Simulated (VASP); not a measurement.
# Au (Fm-3m) in VASP: a series of runs

Au is run at these levels: PBEsol; tasks: relaxation of cell and atoms.

Program: VASP 6.6.1. These are calculated values, not measurements. Logs are shortened: lines on timing, memory, paths and dates and some standing lists are left out, and cuts for length are marked.

## (1) The cell of the first run

Symmetry: Fm-3m, No. 225, cubic system. The conventional cell has a = 4.070 Å, b = 4.070 Å, c = 4.070 Å, α = 90.00°, β = 90.00°, γ = 90.00°. Within 3.8 Å of Au (site symmetry m-3m) lie 12 Au at 2.88 Å.

## (2) Relaxation of cell and atoms, PBEsol

Input file INCAR:

```
SYSTEM = Au
ALGO = Normal
EDIFF = 1E-6
EDIFFG = -0.02
ENCUT = 600
GGA = PS
IBRION = 2
ISIF = 3
ISMEAR = -1
LASPH = .True.
LCHARG = .False.
LREAL = .False.
LWAVE = .False.
NELM = 80
NSW = 80
PREC = Accurate
SIGMA = 0.05
```

Input file KPOINTS:

```
k-points
0
Gamma
  11 11 11
  0 0 0
```

Input file POSCAR:

```
Au
1.0
    0.0000000000      2.0350000000      2.0350000000
    2.0350000000      0.0000000000      2.0350000000
    2.0350000000      2.0350000000      0.0000000000
Au
1
Direct
    0.0000000000      0.0000000000      0.0000000000
```

Potentials or basis: VASP PAW PBE potentials, release 64 (Au).

Command:

```
$ cat potpaw_PBE.64/Au/POTCAR > POTCAR
$ mpirun -np 1 vasp_std > vasp.out
```

OUTCAR:

```text
SYSTEM = Au
   EDIFF = 1E-6
   EDIFFG = -0.02
   ENCUT = 600
   GGA = PS
   IBRION = 2
   ISIF = 3
   ISMEAR = -1
   LASPH = .True.
   LREAL = .False.
   NELM = 80
   NSW = 80
   PREC = Accurate

 ion  position               nearest neighbor table
   1  0.000  0.000  0.000-

  LATTYP: Found a face centered cubic cell.
 ALAT       =     4.0700000000

  Lattice vectors:

 A1 = (   0.0000000000,   2.0350000000,   2.0350000000)
 A2 = (   2.0350000000,   0.0000000000,   2.0350000000)
 A3 = (   2.0350000000,   2.0350000000,   0.0000000000)

Analysis of symmetry for initial positions (statically):
=====================================================================
 Subroutine PRICEL returns:
 Original cell was already a primitive cell.

 Routine SETGRP: Setting up the symmetry group for a
 face centered cubic supercell.

 Subroutine GETGRP returns: Found 48 space group operations
[... 9 lines left out ...]

 Routine SETGRP: Setting up the symmetry group for a
 face centered cubic supercell.

 Subroutine GETGRP returns: Found 48 space group operations
[... 11 lines left out ...]
                                     Primitive cell

  volume of cell :      16.8548

  direct lattice vectors                    reciprocal lattice vectors
     0.000000000  2.035000000  2.035000000    -0.245700246  0.245700246  0.245700246
     2.035000000  0.000000000  2.035000000     0.245700246 -0.245700246  0.245700246
     2.035000000  2.035000000  0.000000000     0.245700246  0.245700246 -0.245700246

  length of vectors
     2.877924599  2.877924599  2.877924599     0.425565309  0.425565309  0.425565309

  position of ions in fractional coordinates (direct lattice)
     0.000000000  0.000000000  0.000000000

  ion indices of the primitive-cell ions
   primitive index   ion index
                 1           1

----------------------------------------------------------------------------------------

 KPOINTS: k-points

Automatic generation of k-mesh.
 Grid dimensions read from file:
 generate k-points for:   11   11   11

 Generating k-lattice:

  Cartesian coordinates                     Fractional coordinates (reciprocal lattice)
    -0.022336386  0.022336386  0.022336386     0.090909091  0.000000000  0.000000000
     0.022336386 -0.022336386  0.022336386     0.000000000  0.090909091  0.000000000
     0.022336386  0.022336386 -0.022336386     0.000000000  0.000000000  0.090909091

  Length of vectors
     0.038687755  0.038687755  0.038687755

  Shift w.r.t. Gamma in fractional coordinates (k-lattice)
     0.000000000  0.000000000  0.000000000

 Subroutine IBZKPT returns following result:
 ===========================================

 Found     56 irreducible k-points:

 Following reciprocal coordinates:
            Coordinates               Weight
  0.000000  0.000000  0.000000      1.000000
  0.090909  0.000000  0.000000      8.000000
  0.181818  0.000000  0.000000      8.000000
  0.272727  0.000000  0.000000      8.000000
  0.363636  0.000000  0.000000      8.000000
  0.454545  0.000000  0.000000      8.000000
[... 16 lines left out ...]
 -0.272727  0.181818  0.000000     24.000000
 -0.181818  0.181818  0.000000     12.000000
 [... further k-points ...]
   k-points           NKPTS =     56   k-points in BZ     NKDIM =     56   number of bands    NBANDS=      9
   number of dos      NEDOS =    301   number of ions     NIONS =      1
   total plane-waves  NPLWV =  13824
   dimension x,y,z NGX =    24 NGY =   24 NGZ =   24
   dimension x,y,z NGXF=    48 NGYF=   48 NGZF=   48
   ions per type =               1
   NGX,Y,Z   is equivalent  to a cutoff of  13.86, 13.86, 13.86 a.u.
   NGXF,Y,Z  is equivalent  to a cutoff of  27.73, 27.73, 27.73 a.u.
 SYSTEM =  Au
   PREC   = accura    normal or accurate (medium, high low for compatibility)
   ISTART =      0    job   : 0-new  1-cont  2-samecut
   ICHARG =      2    charge: 1-file 2-atom 10-const
   ISPIN  =      1    spin polarized calculation?
   LNONCOLLINEAR =      F non collinear calculations
   LSORBIT =      F    spin-orbit coupling
   LASPH  =      T    aspherical Exc in radial PAW
   ENCUT  =  600.0 eV  44.10 Ry    6.64 a.u.   5.75  5.75  5.75*2*pi/ulx,y,z
   NELM   =     80;   NELMIN=  2; NELMDL= -5     # of ELM steps
   EDIFF  = 0.1E-05   stopping-criterion for ELM
   LREAL  =      F    real-space projection
   EDIFFG = -.2E-01   stopping-criterion for IOM
   NSW    =     80    number of steps for IOM
   IBRION =      2    ionic relax: 0-MD 1-quasi-New 2-CG
   NFREE  =      1    steps in history (QN), initial steepest desc. (CG)
   ISIF   =      3    stress and relaxation
   ISYM   =      2    0-nonsym 1-usesym 2-fastsym
   POTIM  = 0.5000    time-step for ionic-motion
   TEBEG  =    0.0;   TEEND  =   0.0 temperature during run
   PSTRESS=    0.0 pullay stress
   NELECT =      11.0000    total number of electrons
   NUPDOWN=      -1.0000    fix difference up-down
   EMIN   =  10.00;   EMAX   =-10.00  energy-range for DOS
[... 5 lines left out ...]
     AMIX     =   0.40;   BMIX     =  1.00
     AMIX_MAG =   1.60;   BMIX_MAG =  1.00
  volume/ion in A,a.u.               =      16.85       113.74
  Fermi-wavevector in a.u.,A,eV,Ry     =   1.420032  2.683470 27.436005  2.016489
  Thomas-Fermi vector in A             =   2.540990
   LORBIT       =      0    0 simple, 1 ext, 2 COOP (PROOUT), +10 PAW based schemes
   GGA     = PS    functional components
   LHFCALC =     F    Hartree Fock is set to
   AEXX    =    0.0000 exact exchange contribution
   IVDW    =     0    specifies the selected vdW correction
   LEPSILON=     F    determine dielectric tensor
   LRPA    =     F    only Hartree local field effects (RPA)
 conjugate gradient relaxation of ions
 non-spin polarized calculation
  energy-cutoff  :      600.00
  volume of cell :       16.85
 maximum number of plane-waves:       572
   NGX = 11   NGY = 11   NGZ = 11

--------------------------------------- Ionic step        1  -------------------------------------------

 number of electron      10.9999999 magnetization

 Free energy of the ion-electron system (eV)
  ---------------------------------------------------
  ext. energy  EPLUGINS =         0.00000000
  ---------------------------------------------------
  free energy    TOTEN  =        -3.93228455 eV

  energy without entropy =       -3.93082009  energy(sigma->0) =       -3.93155232

------------------------ aborting loop because EDIFF is reached ----------------------------------------

  FORCE on cell =-STRESS in cart. coord.  units (eV):
  Direction    XX          YY          ZZ          XY          YZ          ZX
  --------------------------------------------------------------------------------------
  -------------------------------------------------------------------------------------
  Total        0.1551000      0.1551000      0.1551000     -0.0000000     -0.0000000      0.0000000
  in kB       14.7434475     14.7434475     14.7434475     -0.0000000     -0.0000000      0.0000000
  external PRESSURE =      14.7434475 kB  Pullay stress =       0.0000000 kB

 VOLUME and BASIS-vectors are now :
 -----------------------------------------------------------------------------
  energy-cutoff  :      600.00
  volume of cell :       16.85
      direct lattice vectors                 reciprocal lattice vectors
     0.000000000  2.035000000  2.035000000    -0.245700246  0.245700246  0.245700246
     2.035000000  0.000000000  2.035000000     0.245700246 -0.245700246  0.245700246
     2.035000000  2.035000000  0.000000000     0.245700246  0.245700246 -0.245700246

 POSITION                                       TOTAL-FORCE (eV/Angst)
 -----------------------------------------------------------------------------------
      0.00000      0.00000      0.00000         0.000000      0.000000      0.000000
 -----------------------------------------------------------------------------------
    total drift:                                0.000000     -0.000000     -0.000000

  FREE ENERGIE OF THE ION-ELECTRON SYSTEM (eV)
  ---------------------------------------------------
  free  energy   TOTEN  =        -3.9322845501 eV

  energy  without entropy=       -3.9308200886  energy(sigma->0) =       -3.93155232

--------------------------------------- Ionic step        2  -------------------------------------------

 number of electron      11.0000000 magnetization

------------------------ aborting loop because EDIFF is reached ----------------------------------------

  FORCE on cell =-STRESS in cart. coord.  units (eV):
  Direction    XX          YY          ZZ          XY          YZ          ZX
  --------------------------------------------------------------------------------------
  -------------------------------------------------------------------------------------
  Total       -0.2578755     -0.2578755     -0.2578755      0.0000000     -0.0000000      0.0000000
  in kB      -23.9709365    -23.9709365    -23.9709365      0.0000000     -0.0000000      0.0000000
  external PRESSURE =     -23.9709365 kB  Pullay stress =       0.0000000 kB

 VOLUME and BASIS-vectors are now :
 -----------------------------------------------------------------------------
  energy-cutoff  :      600.00
  volume of cell :       17.24
      direct lattice vectors                 reciprocal lattice vectors
    -0.000000000  2.050226753  2.050226753    -0.243875464  0.243875464  0.243875464
     2.050226753 -0.000000000  2.050226753     0.243875464 -0.243875464  0.243875464
     2.050226753  2.050226753  0.000000000     0.243875464  0.243875464 -0.243875464

 POSITION                                       TOTAL-FORCE (eV/Angst)
 -----------------------------------------------------------------------------------
      0.00000      0.00000      0.00000         0.000000      0.000000      0.000000
 -----------------------------------------------------------------------------------
    total drift:                               -0.000000      0.000000     -0.000000

  FREE ENERGIE OF THE ION-ELECTRON SYSTEM (eV)
  ---------------------------------------------------
  free  energy   TOTEN  =        -3.9310501993 eV

  energy  without entropy=       -3.9298532734  energy(sigma->0) =       -3.93045174

--------------------------------------- Ionic step        3  -------------------------------------------

 number of electron      11.0000000 magnetization

 Free energy of the ion-electron system (eV)
  ---------------------------------------------------
  ext. energy  EPLUGINS =         0.00000000
  ---------------------------------------------------
  free energy    TOTEN  =        -3.93291125 eV

  energy without entropy =       -3.93155046  energy(sigma->0) =       -3.93223086

 E-fermi :   9.3354     XC(G=0): -12.9013

 val. band max:        9.1872803099   @ k =   0.4545   0.3636   0.0000
 cond. band min:       9.4374177593   @ k =  -0.4545   0.0909   0.0000
 fundamental gap:      0.2501374494
 Fermi energy:         9.3354147007

 k-point     1 :       0.0000    0.0000    0.0000
  band No.  band energies     occupation
      1      -0.6246      2.00000
      2       4.6333      2.00000
      3       4.6333      2.00000
      4       4.6333      2.00000
      5       6.1698      2.00000
      6       6.1698      2.00000
      7      23.8243      0.00000
      8      27.8326      0.00000
      9      27.8326      0.00000

 k-point     2 :       0.0909    0.0000    0.0000
  band No.  band energies     occupation
      1      -0.3379      2.00000
      2       4.5422      2.00000
      3       4.7291      2.00000
      4       4.7291      2.00000
      5       6.1291      2.00000
      6       6.1291      2.00000
      7      24.1430      0.00000
      8      26.2030      0.00000
      9      28.1724      0.00000
[... 253 lines left out ...]
 k-point    24 :      -0.1818    0.1818    0.0000
  band No.  band energies     occupation
      1       1.9601      2.00000
      2       4.0154      2.00000
      3       4.8315      2.00000
      4       5.5131      2.00000
      5       5.5571      2.00000
      6       7.3739      2.00000
      7      20.6724      0.00000
      8      22.6522      0.00000
      9      26.9844      0.00000

 [... further k-points ...]

------------------------ aborting loop because EDIFF is reached ----------------------------------------

  FORCE on cell =-STRESS in cart. coord.  units (eV):
  Direction    XX          YY          ZZ          XY          YZ          ZX
  --------------------------------------------------------------------------------------
  -------------------------------------------------------------------------------------
  Total        0.0001432      0.0001432      0.0001432     -0.0000000      0.0000000     -0.0000000
  in kB        0.0134997      0.0134997      0.0134997     -0.0000000      0.0000000     -0.0000000
  external PRESSURE =       0.0134997 kB  Pullay stress =       0.0000000 kB

 VOLUME and BASIS-vectors are now :
 -----------------------------------------------------------------------------
  energy-cutoff  :      600.00
  volume of cell :       16.99
      direct lattice vectors                 reciprocal lattice vectors
    -0.000000000  2.040534357  2.040534357    -0.245033855  0.245033855  0.245033855
     2.040534357 -0.000000000  2.040534357     0.245033855 -0.245033855  0.245033855
     2.040534357  2.040534357  0.000000000     0.245033855  0.245033855 -0.245033855

 POSITION                                       TOTAL-FORCE (eV/Angst)
 -----------------------------------------------------------------------------------
      0.00000      0.00000      0.00000         0.000000     -0.000000      0.000000
 -----------------------------------------------------------------------------------
    total drift:                               -0.000000      0.000000     -0.000000

  FREE ENERGIE OF THE ION-ELECTRON SYSTEM (eV)
  ---------------------------------------------------
  free  energy   TOTEN  =        -3.9329112481 eV

  energy  without entropy=       -3.9315504648  energy(sigma->0) =       -3.93223086

 reached required accuracy - stopping structural energy minimisation
```

It took 7.6 s on 1 thread of Intel Xeon 6975P-C, shared host; peak memory 0.15 GiB.

Results:

* Free energy: -3.9329 eV
* Relaxed volume: 16.99 Å³/atom
* Relaxed cell: a = 2.886 Å, b = 2.886 Å, c = 2.886 Å, α = 60.00°, β = 60.00°, γ = 60.00°
* Space group after relaxing (to 0.05 Å): Fm-3m (No. 225)
* Energy gained by relaxing: 0.6 meV/atom
* Ionic steps: 3
* Pressure after relaxing: 0.0 GPa

The path:
| step | energy change (eV) | largest force (eV/Å) | pressure (GPa) | volume (Å³) |
| --- | --- | --- | --- | --- |
| 1 | 0.0000 | 0.0000 | 1.47 | 16.85 |
| 2 | 0.0012 | 0.0000 | -2.40 | 17.24 |
| 3 | -0.0006 | 0.0000 | 0.00 | 16.99 |

Final structure:
```
CELL_PARAMETERS angstrom
0.00000 2.04053 2.04053
2.04053 0.00000 2.04053
2.04053 2.04053 0.00000
ATOMIC_POSITIONS crystal
Au 0.00000 0.00000 0.00000
```

Caveat: the PAW data sets were made with another functional, which shifts forces and pressure a little; spin-orbit coupling is left out, which moves the levels of the heavy elements.

## (3) Relaxation of cell and atoms, PBEsol, target pressure 5 GPa, at which the enthalpy is minimised

Input file INCAR:

```
SYSTEM = Au
  ALGO = Normal
  EDIFF = 1E-6
  EDIFFG = -0.02
  ENCUT = 600
  GGA = PS
  IBRION = 2
  ISIF = 3
  ISMEAR = -1
  LASPH = .TRUE.
  LCHARG = .FALSE.
  LREAL = .FALSE.
  LWAVE = .FALSE.
  NELM = 80
  NSW = 80
  PREC = Accurate
  PSTRESS = 50.0
  SIGMA = 0.05
```

Input file KPOINTS:

```
k-points
0
G
  11 11 11
  0 0 0
```

POSCAR is that of step 2.

Potentials or basis: VASP PAW PBE potentials, release 64 (Au).

Command:

```
$ cat potpaw_PBE.64/Au/POTCAR > POTCAR
$ mpirun -np 1 vasp_std > vasp.out
```

OUTCAR:

```text
SYSTEM = Au
   EDIFF = 1E-6
   EDIFFG = -0.02
   ENCUT = 600
   GGA = PS
   IBRION = 2
   ISIF = 3
   ISMEAR = -1
   LASPH = .TRUE.
   LREAL = .FALSE.
   NELM = 80
   NSW = 80
   PREC = Accurate
   PSTRESS = 50.0

 ion  position               nearest neighbor table
   1  0.000  0.000  0.000-

  LATTYP: Found a face centered cubic cell.
 ALAT       =     4.0700000000

  Lattice vectors:

 A1 = (   0.0000000000,   2.0350000000,   2.0350000000)
 A2 = (   2.0350000000,   0.0000000000,   2.0350000000)
 A3 = (   2.0350000000,   2.0350000000,   0.0000000000)

Analysis of symmetry for initial positions (statically):
=====================================================================
 Subroutine PRICEL returns:
 Original cell was already a primitive cell.

[... 209 lines left out ...]
 cond. band min:      10.4278889411   @ k =  -0.4545   0.0909   0.0000
 fundamental gap:      0.1411056105
 Fermi energy:        10.3689665439

 k-point     1 :       0.0000    0.0000    0.0000
  band No.  band energies     occupation
      1      -0.2277      2.00000
      2       5.3607      2.00000
      3       5.3607      2.00000
      4       5.3607      2.00000
      5       7.0747      2.00000
      6       7.0747      2.00000
      7      24.7993      0.00000
      8      29.1687      0.00000
      9      29.1687      0.00000
[... 312 lines left out ...]
--------------------------------------- Ionic step        3  -------------------------------------------

 number of electron      10.9999999 magnetization

 Free energy of the ion-electron system (eV)
  ---------------------------------------------------
  ext. energy  EPLUGINS =         0.00000000
  ---------------------------------------------------
  free energy    TOTEN  =        -3.92633092 eV

  energy without entropy =       -3.92461545  energy(sigma->0) =       -3.92547318

 E-fermi :   9.7571     XC(G=0): -13.0564

 val. band max:        9.6360110300   @ k =   0.4545   0.2727   0.0000
 cond. band min:       9.8416147095   @ k =  -0.4545   0.0909   0.0000
 fundamental gap:      0.2056036795
 Fermi energy:         9.7571481551

 k-point     1 :       0.0000    0.0000    0.0000
  band No.  band energies     occupation
      1      -0.4626      2.00000
      2       4.9330      2.00000
      3       4.9330      2.00000
      4       4.9330      2.00000
      5       6.5417      2.00000
      6       6.5417      2.00000
      7      24.2290      0.00000
      8      28.3882      0.00000
      9      28.3882      0.00000
[... 308 lines left out ...]
  energy  without entropy=       -3.9246154471  energy(sigma->0) =       -3.92547318

  enthalpy is  TOTEN    =        -3.4096976926 eV   P V=        0.5166332297

 reached required accuracy - stopping structural energy minimisation
```

It took 9.2 s on 1 thread of Intel Xeon 6975P-C, shared host; peak memory 0.15 GiB.

What came out:

* Free energy: -3.9263 eV
* Relaxed volume: 16.55 Å³/atom
* Relaxed cell: a = 2.861 Å, b = 2.861 Å, c = 2.861 Å, α = 60.00°, β = 60.00°, γ = 60.00°
* Space group after relaxing (to 0.05 Å): Fm-3m (No. 225)
* Energy change on relaxing (the enthalpy is what falls): +6.0 meV/atom
* Ionic steps: 3
* Pressure after relaxing: 5.0 GPa

The path:
```tsv
step	energy change (eV)	largest force (eV/Å)	pressure (GPa)	volume (Å³)
1	0.0000	0.0000	1.47	16.85
2	0.0386	0.0000	13.11	15.97
3	0.0060	0.0000	4.96	16.55
```

Final structure:
```cif
data_structure
_symmetry_space_group_name_H-M 'P 1'
_symmetry_Int_Tables_number 1
_cell_length_a 2.8607
_cell_length_b 2.8607
_cell_length_c 2.8607
_cell_angle_alpha 60.000
_cell_angle_beta 60.000
_cell_angle_gamma 60.000
_cell_volume 16.55
loop_
_atom_site_label
_atom_site_type_symbol
_atom_site_fract_x
_atom_site_fract_y
_atom_site_fract_z
_atom_site_occupancy
Au1 Au 0.00000 0.00000 0.00000 1
```

Caveat: the cell is relaxed towards a set pressure, so the enthalpy falls and the energy may rise; the PAW data sets were made with another functional, which shifts forces and pressure a little; spin-orbit coupling is left out, which moves the levels of the heavy elements.

[end of part 1 of 2]
